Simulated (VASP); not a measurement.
# Ag (Fm-3m) in VASP: notebook

Aim: see how the results for Ag move with the level of theory and the settings. Levels: PBE, LDA. Tasks: single point.

Everything below comes from runs of VASP 6.6.1. Logs are shortened: lines on timing, memory, paths and dates and some standing lists are left out, and cuts for length are marked.

**1. The cell of the first run**

Symmetry: Fm-3m, No. 225, cubic system. The conventional cell has a = 4.085 Å, b = 4.085 Å, c = 4.085 Å, α = 90.00°, β = 90.00°, γ = 90.00°. Within 3.8 Å of Ag (site symmetry m-3m) lie 12 Ag at 2.89 Å.

**2. Single point, PBE**

The input, INCAR:

```
PREC = Accurate ; ENCUT = 520
EDIFF = 1E-7 ; ISMEAR = 0
SIGMA = 0.05 ; LREAL = F
LASPH = T ; NELM = 100
ALGO = Fast ; ISIF = 2
LWAVE = F ; LCHARG = F
GGA = PE ; NBANDS = 12
```

The input, KPOINTS:

```
Automatic mesh
0
Gamma
  11 11 11
```

The input, POSCAR:

```
Ag
1.0
    0.0000000000      2.0427500000      2.0427500000
    2.0427500000      0.0000000000      2.0427500000
    2.0427500000      2.0427500000      0.0000000000
Ag
1
Direct
    0.0000000000      0.0000000000      0.0000000000
```

Potentials or basis: VASP PAW PBE potentials, release 64 (Ag).

Started as:

```bash
$ cat potpaw_PBE.64/Ag/POTCAR > POTCAR
$ mpirun -np 1 vasp_std > vasp.out
```

OUTCAR:

```text
PREC = Accurate
   ENCUT = 520
   EDIFF = 1E-7
   ISMEAR = 0
   LREAL = F
   LASPH = T
   NELM = 100
   ISIF = 2
   GGA = PE

 ion  position               nearest neighbor table
   1  0.000  0.000  0.000-

  LATTYP: Found a face centered cubic cell.
 ALAT       =     4.0855000000

  Lattice vectors:

 A1 = (   0.0000000000,   2.0427500000,   2.0427500000)
 A2 = (   2.0427500000,   0.0000000000,   2.0427500000)
 A3 = (   2.0427500000,   2.0427500000,   0.0000000000)

Analysis of symmetry for initial positions (statically):
=====================================================================
 Subroutine PRICEL returns:
 Original cell was already a primitive cell.

 Routine SETGRP: Setting up the symmetry group for a
 face centered cubic supercell.

 Subroutine GETGRP returns: Found 48 space group operations
 (whereof 48 operations were pure point group operations)
 out of a pool of 48 trial point group operations.

The static configuration has the point symmetry O_h .

Analysis of symmetry for dynamics (positions and initial velocities):
=====================================================================
 Subroutine PRICEL returns:
 Original cell was already a primitive cell.

 Routine SETGRP: Setting up the symmetry group for a
 face centered cubic supercell.

 Subroutine GETGRP returns: Found 48 space group operations
 (whereof 48 operations were pure point group operations)
 out of a pool of 48 trial point group operations.

The dynamic configuration has the point symmetry O_h .

 Subroutine INISYM returns: Found 48 space group operations
 (whereof 48 operations are pure point group operations),
 and found     1 'primitive' translations

----------------------------------------------------------------------------------------

                                     Primitive cell

  volume of cell :      17.0481

  direct lattice vectors                    reciprocal lattice vectors
     0.000000000  2.042750000  2.042750000    -0.244768082  0.244768082  0.244768082
     2.042750000  0.000000000  2.042750000     0.244768082 -0.244768082  0.244768082
     2.042750000  2.042750000  0.000000000     0.244768082  0.244768082 -0.244768082

  length of vectors
     2.888884755  2.888884755  2.888884755     0.423950755  0.423950755  0.423950755

  position of ions in fractional coordinates (direct lattice)
     0.000000000  0.000000000  0.000000000

  ion indices of the primitive-cell ions
   primitive index   ion index
                 1           1

----------------------------------------------------------------------------------------

 KPOINTS: Automatic mesh

Automatic generation of k-mesh.
 Grid dimensions read from file:
 generate k-points for:   11   11   11

 Generating k-lattice:

  Cartesian coordinates                     Fractional coordinates (reciprocal lattice)
    -0.022251644  0.022251644  0.022251644     0.090909091  0.000000000  0.000000000
     0.022251644 -0.022251644  0.022251644     0.000000000  0.090909091  0.000000000
     0.022251644  0.022251644 -0.022251644     0.000000000  0.000000000  0.090909091

  Length of vectors
     0.038540978  0.038540978  0.038540978

  Shift w.r.t. Gamma in fractional coordinates (k-lattice)
     0.000000000  0.000000000  0.000000000

 Subroutine IBZKPT returns following result:
 ===========================================

 Found     56 irreducible k-points:

 Following reciprocal coordinates:
            Coordinates               Weight
  0.000000  0.000000  0.000000      1.000000
  0.090909  0.000000  0.000000      8.000000
  0.181818  0.000000  0.000000      8.000000
  0.272727  0.000000  0.000000      8.000000
  0.363636  0.000000  0.000000      8.000000
  0.454545  0.000000  0.000000      8.000000
[... 16 lines left out ...]
 -0.272727  0.181818  0.000000     24.000000
 -0.181818  0.181818  0.000000     12.000000
 [... further k-points ...]
   k-points           NKPTS =     56   k-points in BZ     NKDIM =     56   number of bands    NBANDS=     12
   number of dos      NEDOS =    301   number of ions     NIONS =      1
   total plane-waves  NPLWV =  13824
   dimension x,y,z NGX =    24 NGY =   24 NGZ =   24
   dimension x,y,z NGXF=    48 NGYF=   48 NGZF=   48
   ions per type =               1
   NGX,Y,Z   is equivalent  to a cutoff of  13.81, 13.81, 13.81 a.u.
   NGXF,Y,Z  is equivalent  to a cutoff of  27.62, 27.62, 27.62 a.u.
 SYSTEM =  unknown system
   PREC   = accura    normal or accurate (medium, high low for compatibility)
   ISTART =      0    job   : 0-new  1-cont  2-samecut
   ICHARG =      2    charge: 1-file 2-atom 10-const
   ISPIN  =      1    spin polarized calculation?
   LNONCOLLINEAR =      F non collinear calculations
   LSORBIT =      F    spin-orbit coupling
   LASPH  =      T    aspherical Exc in radial PAW
   ENCUT  =  520.0 eV  38.22 Ry    6.18 a.u.   5.37  5.37  5.37*2*pi/ulx,y,z
   NELM   =    100;   NELMIN=  2; NELMDL= -5     # of ELM steps
   EDIFF  = 0.1E-06   stopping-criterion for ELM
   LREAL  =      F    real-space projection
   EDIFFG = 0.1E-05   stopping-criterion for IOM
   NSW    =      0    number of steps for IOM
   IBRION =     -1    ionic relax: 0-MD 1-quasi-New 2-CG
   NFREE  =      0    steps in history (QN), initial steepest desc. (CG)
   ISIF   =      2    stress and relaxation
   ISYM   =      2    0-nonsym 1-usesym 2-fastsym
   POTIM  = 0.5000    time-step for ionic-motion
   TEBEG  =    0.0;   TEEND  =   0.0 temperature during run
   PSTRESS=    0.0 pullay stress
   NELECT =      11.0000    total number of electrons
   NUPDOWN=      -1.0000    fix difference up-down
   EMIN   =  10.00;   EMAX   =-10.00  energy-range for DOS
   EFERMI =   0.00;   METHOD = LEGACY
   ISMEAR =     0;   SIGMA  =   0.05  broadening in eV -4-tet -1-fermi 0-gaus
   EFERMI_NEDOS =   21; number of points for ismear=-14 and -15
   IALGO  =     68    algorithm
   IMIX   =      4    mixing-type and parameters
     AMIX     =   0.40;   BMIX     =  1.00
     AMIX_MAG =   1.60;   BMIX_MAG =  1.00
  volume/ion in A,a.u.               =      17.05       115.05
  Fermi-wavevector in a.u.,A,eV,Ry     =   1.414644  2.673290 27.228221  2.001218
  Thomas-Fermi vector in A             =   2.536165
   LORBIT       =      0    0 simple, 1 ext, 2 COOP (PROOUT), +10 PAW based schemes
   GGA     = PE    functional components
   LHFCALC =     F    Hartree Fock is set to
   AEXX    =    0.0000 exact exchange contribution
   IVDW    =     0    specifies the selected vdW correction
   LEPSILON=     F    determine dielectric tensor
   LRPA    =     F    only Hartree local field effects (RPA)
 non-spin polarized calculation
 RMM-DIIS sequential band-by-band and
 Gauss-broadening in eV      SIGMA  =   0.05
  energy-cutoff  :      520.00
  volume of cell :       17.05
 maximum number of plane-waves:       477
 NGX is ok and might be reduce to    24
   NGX = 11   NGY = 11   NGZ = 11

 number of electron      10.9999999 magnetization

 Free energy of the ion-electron system (eV)
  ---------------------------------------------------
  ext. energy  EPLUGINS =         0.00000000
  ---------------------------------------------------
  free energy    TOTEN  =        -2.70932194 eV

  energy without entropy =       -2.70887976  energy(sigma->0) =       -2.70910085

 E-fermi :   8.6889     XC(G=0): -12.2131

 val. band max:        8.6408454492   @ k =  -0.4545   0.0909   0.0000
 cond. band min:       8.7328812326   @ k =   0.4545   0.3636   0.0000
 fundamental gap:      0.0920357833
 Fermi energy:         8.6888682457

 k-point     1 :       0.0000    0.0000    0.0000
  band No.  band energies     occupation
      1       0.6619      2.00000
      2       3.6142      2.00000
      3       3.6142      2.00000
      4       3.6142      2.00000
      5       4.6478      2.00000
      6       4.6478      2.00000
      7      24.4557      0.00000
      8      28.0356      0.00000
      9      28.0356      0.00000
     10      28.0356      0.00000
     11      32.8424      0.00000
     12      33.9809      0.00000

 k-point     2 :       0.0909    0.0000    0.0000
  band No.  band energies     occupation
      1       0.9171      2.00000
      2       3.5594      2.00000
      3       3.6825      2.00000
      4       3.6825      2.00000
      5       4.6237      2.00000
      6       4.6237      2.00000
      7      24.4177      0.00000
      8      26.2465      0.00000
      9      28.1355      0.00000
     10      28.1355      0.00000
     11      32.4566      0.00000
     12      33.6462      0.00000

 k-point     3 :       0.1818    0.0000    0.0000
  band No.  band energies     occupation
      1       1.5809      2.00000
      2       3.5263      2.00000
      3       3.8049      2.00000
      4       3.8049      2.00000
      5       4.6331      2.00000
      6       4.6331      2.00000
      7      22.1791      0.00000
      8      25.3201      0.00000
      9      28.2633      0.00000
     10      28.2633      0.00000
     11      31.2519      0.00000
     12      32.5623      0.00000

 k-point     4 :       0.2727    0.0000    0.0000
  band No.  band energies     occupation
      1       2.1106      2.00000
      2       3.7968      2.00000
      3       3.7968      2.00000
      4       4.1146      2.00000
      5       4.8450      2.00000
      6       4.8450      2.00000
      7      18.6932      0.00000
      8      24.8902      0.00000
      9      27.9319      0.00000
     10      27.9319      0.00000
     11      31.5572      0.00000
     12      31.5579      0.00000

 k-point     5 :       0.3636    0.0000    0.0000
  band No.  band energies     occupation
      1       2.1224      2.00000
      2       3.6869      2.00000
      3       3.6869      2.00000
      4       5.1770      2.00000
      5       5.1770      2.00000
      6       5.7148      2.00000
      7      15.3061      0.00000
      8      24.1958      0.00000
      9      27.0639      0.00000
     10      27.0639      0.00000
     11      31.2746      0.00000
     12      31.2746      0.00000

 k-point     6 :       0.4545    0.0000    0.0000
  band No.  band energies     occupation
      1       2.0399      2.00000
      2       3.6038      2.00000
      3       3.6038      2.00000
      4       5.4099      2.00000
      5       5.4099      2.00000
      6       7.6005      2.00000
      7      12.5678      0.00000
      8      23.7484      0.00000
      9      26.3986      0.00000
     10      26.3986      0.00000
     11      31.2819      0.00000
     12      31.2819      0.00000

 k-point     7 :       0.0909    0.0909    0.0000
  band No.  band energies     occupation
      1       1.0029      2.00000
      2       3.4811      2.00000
      3       3.7391      2.00000
      4       3.7391      2.00000
      5       4.5186      2.00000
      6       4.7052      2.00000
      7      24.5778      0.00000
      8      26.9086      0.00000
      9      27.1919      0.00000
     10      27.1919      0.00000
     11      33.5674      0.00000
     12      33.5688      0.00000

 k-point     8 :       0.1818    0.0909    0.0000
  band No.  band energies     occupation
      1       1.5443      2.00000
      2       3.3532      2.00000
      3       3.8785      2.00000
      4       3.8839      2.00000
      5       4.4521      2.00000
      6       4.7697      2.00000
      7      23.4503      0.00000
      8      25.2138      0.00000
      9      26.4347      0.00000
     10      28.0792      0.00000
     11      31.3539      0.00000
     12      33.4228      0.00000
[... 166 lines left out ...]
 k-point    20 :       0.4545    0.1818    0.0000
  band No.  band energies     occupation
      1       2.4731      2.00000
      2       3.3527      2.00000
      3       4.0156      2.00000
      4       4.1261      2.00000
      5       5.4703      2.00000
      6       8.0309      2.00000
      7      14.8049      0.00000
      8      22.1403      0.00000
      9      23.2578      0.00000
     10      25.0332      0.00000
     11      33.6875      0.00000
     12      33.9083      0.00000

 k-point    21 :      -0.4545    0.1818    0.0000
  band No.  band energies     occupation
      1       2.4820      2.00000
      2       3.3140      2.00000
      3       4.0383      2.00000
      4       4.2851      2.00000
      5       5.4108      2.00000
      6      10.0014      0.00000
      7      12.3314      0.00000
      8      21.0343      0.00000
      9      23.9256      0.00000
     10      24.8004      0.00000
     11      33.4447      0.00000
     12      33.4784      0.00000

 k-point    22 :      -0.3636    0.1818    0.0000
  band No.  band energies     occupation
      1       2.5920      2.00000
      2       3.3657      2.00000
      3       4.0240      2.00000
      4       4.2486      2.00000
      5       5.1056      2.00000
      6       8.8497      0.00001
      7      13.9197      0.00000
      8      20.3859      0.00000
      9      25.0167      0.00000
     10      25.3213      0.00000
     11      32.3443      0.00000
     12      33.2178      0.00000

 k-point    23 :      -0.2727    0.1818    0.0000
  band No.  band energies     occupation
      1       2.7719      2.00000
      2       3.4391      2.00000
      3       3.8743      2.00000
      4       4.0994      2.00000
      5       4.6658      2.00000
      6       7.0600      2.00000
      7      17.0918      0.00000
      8      20.2598      0.00000
      9      25.7778      0.00000
     10      27.3083      0.00000
     11      30.6023      0.00000
     12      33.1723      0.00000

 k-point    24 :      -0.1818    0.1818    0.0000
  band No.  band energies     occupation
      1       2.6926      2.00000
      2       3.2143      2.00000
      3       3.8299      2.00000
      4       4.2274      2.00000
      5       4.2590      2.00000
      6       5.7952      2.00000
      7      20.3630      0.00000
      8      20.7701      0.00000
      9      27.0598      0.00000
     10      28.8644      0.00000
     11      29.5464      0.00000
     12      33.0679      0.00000

 [... further k-points ...]
[... 5 lines left out ...]
  --------------------------------------------------------------------------------------
  -------------------------------------------------------------------------------------
  Total        0.4396131      0.4396131      0.4396131     -0.0000000     -0.0000000      0.0000000
  in kB       41.3147862     41.3147862     41.3147862     -0.0000000     -0.0000000      0.0000000
  external PRESSURE =      41.3147862 kB  Pullay stress =       0.0000000 kB

 VOLUME and BASIS-vectors are now :
 -----------------------------------------------------------------------------
  energy-cutoff  :      520.00
  volume of cell :       17.05
      direct lattice vectors                 reciprocal lattice vectors
     0.000000000  2.042750000  2.042750000    -0.244768082  0.244768082  0.244768082
     2.042750000  0.000000000  2.042750000     0.244768082 -0.244768082  0.244768082
     2.042750000  2.042750000  0.000000000     0.244768082  0.244768082 -0.244768082

 POSITION                                       TOTAL-FORCE (eV/Angst)
 -----------------------------------------------------------------------------------
      0.00000      0.00000      0.00000         0.000000     -0.000000      0.000000
 -----------------------------------------------------------------------------------
    total drift:                               -0.000000      0.000000     -0.000000

  FREE ENERGIE OF THE ION-ELECTRON SYSTEM (eV)
  ---------------------------------------------------
  free  energy   TOTEN  =        -2.7093219360 eV

  energy  without entropy=       -2.7088797558  energy(sigma->0) =       -2.70910085
```

Run time: 4.8 s. Hardware: 1 thread of Intel Xeon 6975P-C (Granite Rapids), shared host; peak memory 0.14 GiB.

Results:

* Free energy: -2.7093 eV
* Pressure: 4.1 GPa

(Part 1 of 2 ends here.)
